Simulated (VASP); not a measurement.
# BaHgI4 (F-43m) in VASP: a series of runs

BaHgI4 is run at these levels: PBE; tasks: single point, relaxation of cell and atoms.

Everything below comes from runs of VASP 6.6.1. Logs are shortened: lines on timing, memory, paths and dates and some standing lists are left out, and cuts for length are marked.

### 1 The cell of the first run

It takes space group F-43m (No. 216, cubic). The conventional cell has a = 10.116 Å, b = 10.116 Å, c = 10.116 Å, α = 90.00°, β = 90.00°, γ = 90.00°. Ba (site symmetry -43m) has 12 I at 4.19 Å and 4 Hg at 4.38 Å within 5.5 Å. Within 5.5 Å of Hg (site symmetry -43m) lie 12 I at 4.19 Å and 4 Ba at 4.38 Å. Within 4.7 Å of I (site symmetry 3m) lie 6 I at 3.57 to 3.58 Å and 3 Ba at 4.19 Å and 3 Hg at 4.19 Å.

The cell was generated, and may not be a known phase.

### 2 Single point, PBE

INCAR reads:

```
SYSTEM = BaHgI4
  PREC = Accurate
  ENCUT = 520
  EDIFF = 1E-6
  ISMEAR = 0
  SIGMA = 0.15
  LREAL = .False.
  LASPH = .True.
  NELM = 100
  ALGO = Normal
  ISIF = 2
  LWAVE = .False.
  LCHARG = .False.
  GGA = PE
  NBANDS = 34
```

KPOINTS reads:

```
regular mesh
0
Gamma
  2 2 2
  0 0 0
```

POSCAR reads:

```
BaHgI4
1.0
    0.0000000000      5.0578255424      5.0578255424
    5.0578255424      0.0000000000      5.0578255424
    5.0578255424      5.0578255424      0.0000000000
Ba Hg I
1 1 4
Direct
    0.0000000000      0.0000000000      0.0000000000
    0.7500000000      0.7500000000      0.7500000000
    0.8753293839      0.3748902054      0.3748902054
    0.3748902054      0.3748902054      0.3748902054
    0.3748902054      0.3748902054      0.8753293839
    0.3748902054      0.8753293839      0.3748902054
```

Potentials or basis: VASP PAW PBE potentials, release 64 (Ba_sv, Hg, I).

On the command line:

```
$ cat potpaw_PBE.64/Ba_sv/POTCAR potpaw_PBE.64/Hg/POTCAR potpaw_PBE.64/I/POTCAR > POTCAR
$ mpirun -np 1 vasp_std > vasp.out
```

OUTCAR:

```text
SYSTEM = BaHgI4
   PREC = Accurate
   ENCUT = 520
   EDIFF = 1E-6
   ISMEAR = 0
   LREAL = .False.
   LASPH = .True.
   NELM = 100
   ISIF = 2
   GGA = PE

 ion  position               nearest neighbor table
   1  0.000  0.000  0.000-
   2  0.750  0.750  0.750-
   3  0.875  0.375  0.375-
   4  0.375  0.375  0.375-
   5  0.375  0.375  0.875-
   6  0.375  0.875  0.375-

  LATTYP: Found a face centered cubic cell.
 ALAT       =    10.1156510848

  Lattice vectors:

 A1 = (   0.0000000000,   5.0578255424,   5.0578255424)
 A2 = (   5.0578255424,   0.0000000000,   5.0578255424)
 A3 = (   5.0578255424,   5.0578255424,   0.0000000000)

Analysis of symmetry for initial positions (statically):
=====================================================================
 Subroutine PRICEL returns:
 Original cell was already a primitive cell.

 Routine SETGRP: Setting up the symmetry group for a
 face centered cubic supercell.

 Subroutine GETGRP returns: Found 24 space group operations
 (whereof 24 operations were pure point group operations)
 out of a pool of 48 trial point group operations.

The static configuration has the point symmetry T_d .

Analysis of symmetry for dynamics (positions and initial velocities):
=====================================================================
 Subroutine PRICEL returns:
 Original cell was already a primitive cell.

 Routine SETGRP: Setting up the symmetry group for a
 face centered cubic supercell.

 Subroutine GETGRP returns: Found 24 space group operations
 (whereof 24 operations were pure point group operations)
 out of a pool of 48 trial point group operations.

The dynamic configuration has the point symmetry T_d .

 Subroutine INISYM returns: Found 24 space group operations
 (whereof 24 operations are pure point group operations),
 and found     1 'primitive' translations

----------------------------------------------------------------------------------------

                                     Primitive cell

  volume of cell :     258.7745

  direct lattice vectors                    reciprocal lattice vectors
     0.000000000  5.057825542  5.057825542    -0.098856711  0.098856711  0.098856711
     5.057825542  0.000000000  5.057825542     0.098856711 -0.098856711  0.098856711
     5.057825542  5.057825542  0.000000000     0.098856711  0.098856711 -0.098856711

  length of vectors
     7.152845478  7.152845478  7.152845478     0.171224847  0.171224847  0.171224847

  position of ions in fractional coordinates (direct lattice)
     0.000000000  0.000000000  0.000000000
     0.750000000  0.750000000  0.750000000
     0.875329384  0.374890205  0.374890205
     0.374890205  0.374890205  0.374890205
     0.374890205  0.374890205  0.875329384
     0.374890205  0.875329384  0.374890205

  ion indices of the primitive-cell ions
   primitive index   ion index
                 1           1
                 2           2
                 3           3
                 4           4
                 5           5
                 6           6

----------------------------------------------------------------------------------------

 KPOINTS: regular mesh

Automatic generation of k-mesh.
 Grid dimensions read from file:
 generate k-points for:    2    2    2

 Generating k-lattice:

  Cartesian coordinates                     Fractional coordinates (reciprocal lattice)
    -0.049428356  0.049428356  0.049428356     0.500000000  0.000000000  0.000000000
     0.049428356 -0.049428356  0.049428356     0.000000000  0.500000000  0.000000000
     0.049428356  0.049428356 -0.049428356     0.000000000  0.000000000  0.500000000

  Length of vectors
     0.085612423  0.085612423  0.085612423

  Shift w.r.t. Gamma in fractional coordinates (k-lattice)
     0.000000000  0.000000000  0.000000000

 Subroutine IBZKPT returns following result:
 ===========================================

 Found      3 irreducible k-points:

 Following reciprocal coordinates:
            Coordinates               Weight
  0.000000  0.000000  0.000000      1.000000
  0.500000  0.000000  0.000000      4.000000
  0.500000  0.500000  0.000000      3.000000
   k-points           NKPTS =      3   k-points in BZ     NKDIM =      3   number of bands    NBANDS=     34
   number of dos      NEDOS =    301   number of ions     NIONS =      6
   total plane-waves  NPLWV = 157464
   dimension x,y,z NGX =    54 NGY =   54 NGZ =   54
   dimension x,y,z NGXF=   108 NGYF=  108 NGZF=  108
   ions per type =               1   1   4
   NGX,Y,Z   is equivalent  to a cutoff of  12.55, 12.55, 12.55 a.u.
   NGXF,Y,Z  is equivalent  to a cutoff of  25.10, 25.10, 25.10 a.u.
 SYSTEM =  BaHgI4
   PREC   = accura    normal or accurate (medium, high low for compatibility)
   ISTART =      0    job   : 0-new  1-cont  2-samecut
   ICHARG =      2    charge: 1-file 2-atom 10-const
   ISPIN  =      1    spin polarized calculation?
   LNONCOLLINEAR =      F non collinear calculations
   LSORBIT =      F    spin-orbit coupling
   LASPH  =      T    aspherical Exc in radial PAW
   ENCUT  =  520.0 eV  38.22 Ry    6.18 a.u.  13.30 13.30 13.30*2*pi/ulx,y,z
   NELM   =    100;   NELMIN=  2; NELMDL= -5     # of ELM steps
   EDIFF  = 0.1E-05   stopping-criterion for ELM
   LREAL  =      F    real-space projection
   EDIFFG = 0.1E-04   stopping-criterion for IOM
   NSW    =      0    number of steps for IOM
   IBRION =     -1    ionic relax: 0-MD 1-quasi-New 2-CG
   NFREE  =      0    steps in history (QN), initial steepest desc. (CG)
   ISIF   =      2    stress and relaxation
   ISYM   =      2    0-nonsym 1-usesym 2-fastsym
   POTIM  = 0.5000    time-step for ionic-motion
   TEBEG  =    0.0;   TEEND  =   0.0 temperature during run
   PSTRESS=    0.0 pullay stress
   NELECT =      50.0000    total number of electrons
   NUPDOWN=      -1.0000    fix difference up-down
   EMIN   =  10.00;   EMAX   =-10.00  energy-range for DOS
   EFERMI =   0.00;   METHOD = LEGACY
   ISMEAR =     0;   SIGMA  =   0.15  broadening in eV -4-tet -1-fermi 0-gaus
   EFERMI_NEDOS =   21; number of points for ismear=-14 and -15
   IALGO  =     38    algorithm
   IMIX   =      4    mixing-type and parameters
     AMIX     =   0.40;   BMIX     =  1.00
     AMIX_MAG =   1.60;   BMIX_MAG =  1.00
  volume/ion in A,a.u.               =      43.13       291.05
  Fermi-wavevector in a.u.,A,eV,Ry     =   0.946435  1.788504 12.187283  0.895740
  Thomas-Fermi vector in A             =   2.074433
   LORBIT       =      0    0 simple, 1 ext, 2 COOP (PROOUT), +10 PAW based schemes
   GGA     = PE    functional components
   LHFCALC =     F    Hartree Fock is set to
   AEXX    =    0.0000 exact exchange contribution
   IVDW    =     0    specifies the selected vdW correction
   LEPSILON=     F    determine dielectric tensor
   LRPA    =     F    only Hartree local field effects (RPA)
 non-spin polarized calculation
 Gauss-broadening in eV      SIGMA  =   0.15
  energy-cutoff  :      520.00
  volume of cell :      258.77
 maximum number of plane-waves:      6982
 NGX is ok and might be reduce to    54
   NGX = 27   NGY = 27   NGZ = 27

 number of electron      49.9999998 magnetization

 Free energy of the ion-electron system (eV)
  ---------------------------------------------------
  ext. energy  EPLUGINS =         0.00000000
  ---------------------------------------------------
  free energy    TOTEN  =       -10.93851818 eV

  energy without entropy =      -10.79956026  energy(sigma->0) =      -10.86903922

 E-fermi :   2.9102     XC(G=0):  -8.0886

 val. band max:        2.8067966595   @ k =   0.5000   0.5000   0.0000
 cond. band min:       2.9219203202   @ k =   0.5000   0.0000   0.0000
 fundamental gap:      0.1151236607
 Fermi energy:         2.9101554570

 k-point     1 :       0.0000    0.0000    0.0000
  band No.  band energies     occupation
      1     -26.8634      2.00000
      2     -11.9065      2.00000
      3     -11.9065      2.00000
      4     -11.9065      2.00000
      5     -10.3311      2.00000
      6      -9.0451      2.00000
      7      -9.0451      2.00000
      8      -9.0451      2.00000
      9      -2.9928      2.00000
     10      -2.9928      2.00000
     11      -2.9928      2.00000
     12      -2.9909      2.00000
     13      -2.9909      2.00000
     14      -2.1838      2.00000
     15      -0.8395      2.00000
     16      -0.8395      2.00000
     17      -0.8395      2.00000
     18      -0.1593      2.00000
     19      -0.1593      2.00000
     20      -0.1448      2.00000
     21       2.3093      2.00000
     22       2.3093      2.00000
     23       2.3093      2.00000
     24       3.0379      0.22850
     25       3.0379      0.22850
     26       3.0379      0.22850
     27       4.7923      0.00000
     28       4.7923      0.00000
     29       4.7923      0.00000
     30       5.4163      0.00000
     31       5.8921      0.00000
     32       5.8921      0.00000
     33       6.2160      0.00000
     34       6.2160      0.00000

 k-point     2 :       0.5000    0.0000    0.0000
  band No.  band energies     occupation
      1     -26.8634      2.00000
      2     -11.9230      2.00000
      3     -11.9071      2.00000
      4     -11.9071      2.00000
      5     -10.0339      2.00000
      6      -9.4525      2.00000
      7      -9.0560      2.00000
      8      -9.0560      2.00000
      9      -2.9914      2.00000
     10      -2.9914      2.00000
     11      -2.9856      2.00000
     12      -2.9747      2.00000
     13      -2.9747      2.00000
     14      -1.6232      2.00000
     15      -0.7127      2.00000
     16      -0.5439      2.00000
     17      -0.5439      2.00000
     18       0.4776      2.00000
     19       0.4776      2.00000
     20       0.6286      2.00000
     21       0.8299      2.00000
     22       0.8299      2.00000
     23       0.9200      2.00000
     24       2.3269      2.00000
     25       2.9219      0.91168
     26       2.9219      0.91168
     27       4.7118      0.00000
     28       5.1034      0.00000
     29       5.1034      0.00000
     30       5.3429      0.00000
     31       5.5557      0.00000
     32       5.5557      0.00000
     33       6.7679      0.00000
     34       7.1109      0.00000

 k-point     3 :       0.5000    0.5000    0.0000
  band No.  band energies     occupation
      1     -26.8634      2.00000
      2     -11.9194      2.00000
      3     -11.9103      2.00000
      4     -11.9103      2.00000
      5      -9.7644      2.00000
      6      -9.7569      2.00000
      7      -9.0584      2.00000
      8      -9.0584      2.00000
      9      -2.9946      2.00000
     10      -2.9883      2.00000
     11      -2.9883      2.00000
     12      -2.9802      2.00000
     13      -2.9636      2.00000
     14      -1.3491      2.00000
     15      -0.9772      2.00000
     16      -0.1496      2.00000
     17       0.2228      2.00000
     18       0.2228      2.00000
     19       0.2854      2.00000
     20       0.7263      2.00000
     21       0.8038      2.00000
     22       0.8038      2.00000
     23       0.9277      2.00000
     24       1.2753      2.00000
     25       2.8068      1.67018
     26       2.8068      1.67018
     27       4.7108      0.00000
     28       4.8262      0.00000
     29       4.8262      0.00000
     30       5.4939      0.00000
     31       5.7633      0.00000
     32       5.8337      0.00000
     33       7.1635      0.00000
     34       7.1635      0.00000

------------------------ aborting loop because EDIFF is reached ----------------------------------------

  FORCE on cell =-STRESS in cart. coord.  units (eV):
  Direction    XX          YY          ZZ          XY          YZ          ZX
  --------------------------------------------------------------------------------------
  -------------------------------------------------------------------------------------
  Total        0.2525069      0.2525069      0.2525069      0.0000000     -0.0000000      0.0000000
  in kB        1.5633718      1.5633718      1.5633718      0.0000000     -0.0000000      0.0000000
  external PRESSURE =       1.5633718 kB  Pullay stress =       0.0000000 kB

 VOLUME and BASIS-vectors are now :
 -----------------------------------------------------------------------------
  energy-cutoff  :      520.00
  volume of cell :      258.77
      direct lattice vectors                 reciprocal lattice vectors
     0.000000000  5.057825542  5.057825542    -0.098856711  0.098856711  0.098856711
     5.057825542  0.000000000  5.057825542     0.098856711 -0.098856711  0.098856711
     5.057825542  5.057825542  0.000000000     0.098856711  0.098856711 -0.098856711

 POSITION                                       TOTAL-FORCE (eV/Angst)
 -----------------------------------------------------------------------------------
      0.00000      0.00000      0.00000         0.000000      0.000000      0.000000
      7.58674      7.58674      7.58674         0.000000      0.000000      0.000000
      3.79226      6.32339      6.32339        -0.014229      0.014229      0.014229
      3.79226      3.79226      3.79226        -0.014229     -0.014229     -0.014229
      6.32339      6.32339      3.79226         0.014229      0.014229     -0.014229
      6.32339      3.79226      6.32339         0.014229     -0.014229      0.014229
 -----------------------------------------------------------------------------------
    total drift:                               -0.000001     -0.000001     -0.000000

  FREE ENERGIE OF THE ION-ELECTRON SYSTEM (eV)
  ---------------------------------------------------
  free  energy   TOTEN  =       -10.9385181819 eV

  energy  without entropy=      -10.7995602607  energy(sigma->0) =      -10.86903922
```

It took 43 s on 1 thread of AMD EPYC 7R43 (Zen 3), shared host; peak memory 0.35 GiB.

Results:

```
Free energy            : -10.9385 eV
Pressure               : 0.2 GPa
Largest force          : 0.025 eV/Å
Band gap on the k mesh : zero (bands 25 and 26 overlap by 0.23 eV)
```

Forces in eV/Å, atoms in the order of the input:
```
Ba   0.000  0.000  0.000
Hg   0.000  0.000  0.000
I   -0.014  0.014  0.014
I   -0.014 -0.014 -0.014
I    0.014  0.014 -0.014
I    0.014 -0.014  0.014
```

Caveat: the k points lie up to 0.54 Å⁻¹ apart; spin-orbit coupling is left out, which moves the levels of the heavy elements.

### 3 Relaxation of cell and atoms, PBE

This run uses another cell than the first one, of 37.60 Å³/atom.

INCAR reads:

```
  ALGO = Normal
  EDIFF = 1E-6
  EDIFFG = -0.08
  ENCUT = 600
  GGA = PE
  IBRION = 2
  ISIF = 3
  ISMEAR = 0
  LASPH = T
  LCHARG = F
  LREAL = F
  LWAVE = F
  NELM = 80
  NSW = 36
  PREC = Accurate
  SIGMA = 0.15
```

KPOINTS reads:

```
k-points
0
Gamma
  2 2 2
```

POSCAR reads:

```
BaHgI4
1.0
    0.0000000000      4.8316127400      4.8316127400
    4.8316127400      0.0000000000      4.8316127400
    4.8316127400      4.8316127400      0.0000000000
Ba Hg I
1 1 4
Direct
    0.0000000000      0.0000000000      0.0000000000
    0.7500000000      0.7500000000      0.7500000000
    0.8706408700      0.3764530400      0.3764530400
    0.3764530400      0.3764530400      0.3764530400
    0.3764530400      0.3764530400      0.8706408700
    0.3764530400      0.8706408700      0.3764530400
```

Potentials or basis: VASP PAW PBE potentials, release 64 (Ba_sv, Hg, I).

On the command line:

```
$ cat potpaw_PBE.64/Ba_sv/POTCAR potpaw_PBE.64/Hg/POTCAR potpaw_PBE.64/I/POTCAR > POTCAR
$ mpirun -np 1 vasp_std > vasp.out
```

It took 1.8 min on 1 thread of AMD EPYC 7R43 (Zen 3), shared host; peak memory 0.41 GiB.

The run converged. Its results:

```
Free energy                           : -10.9370 eV
Relaxed volume                        : 43.75 Å³/atom
Relaxed cell                          : a = 7.187 Å, b = 7.187 Å, c = 7.187 Å, α = 60.00°, β = 60.00°, γ = 60.00°
Space group after relaxing (to 0.1 Å) : F-43m (No. 216)
Energy gained by relaxing             : 59.7 meV/atom
Ionic steps                           : 3
Pressure after relaxing               : -0.1 GPa
Largest force after relaxing          : 0.041 eV/Å
Band gap on the k mesh                : zero (bands 25 and 26 overlap by 0.23 eV)
```

Forces in eV/Å, atoms in the order of the input:
```
Ba   0.000  0.000  0.000
Hg   0.000  0.000  0.000
I   -0.024  0.024  0.024
I   -0.024 -0.024 -0.024
I    0.024  0.024 -0.024
I    0.024 -0.024  0.024
```

The path:
| step | energy change (eV) | largest force (eV/Å) | pressure (GPa) | volume (Å³) |
| --- | --- | --- | --- | --- |
| 1 | 0.0000 | 0.3979 | 3.54 | 225.58 |
| 2 | -0.3455 | 0.0954 | 0.51 | 253.79 |
| 3 | -0.3579 | 0.0409 | -0.09 | 262.50 |

Final structure:
```yaml
crystal:
  lattice:
    - [0.00000, 5.08198, 5.08198]
    - [5.08198, 0.00000, 5.08198]
    - [5.08198, 5.08198, 0.00000]
  atoms:
    - { symbol: Ba, position: [0.00000, 0.00000, 0.00000] }
    - { symbol: Hg, position: [0.75000, 0.75000, 0.75000] }
    - { symbol: I, position: [0.87505, 0.37498, 0.37498] }
    - { symbol: I, position: [0.37498, 0.37498, 0.37498] }
    - { symbol: I, position: [0.37498, 0.37498, 0.87505] }
    - { symbol: I, position: [0.37498, 0.87505, 0.37498] }
```

Levels at points of the mesh, in eV from the Fermi level:
| k point | band 22 | band 23 | band 24 | band 25 | band 26 | band 27 |
| --- | --- | --- | --- | --- | --- | --- |
| (0.00, 0.00, 0.00) | -0.59 | -0.59 | 0.13 | 0.13 | 0.13 | 1.90 |
| (0.50, 0.00, 0.00) | -2.03 | -1.96 | -0.57 | 0.01 | 0.01 | 1.82 |
| (0.50, 0.50, 0.00) | -2.06 | -1.93 | -1.61 | -0.10 | -0.10 | 1.82 |

Caveat: the k points lie up to 0.54 Å⁻¹ apart in the final cell; the volume moved by over 15 % at a fixed basis, so the end points are rough; spin-orbit coupling is left out, which moves the levels of the heavy elements; the relaxation stopped at a loose force limit of 0.08 eV/Å, so its end isn't a converged minimum.

The gap in the log of VASP goes by the Fermi energy; the results here count the filled bands.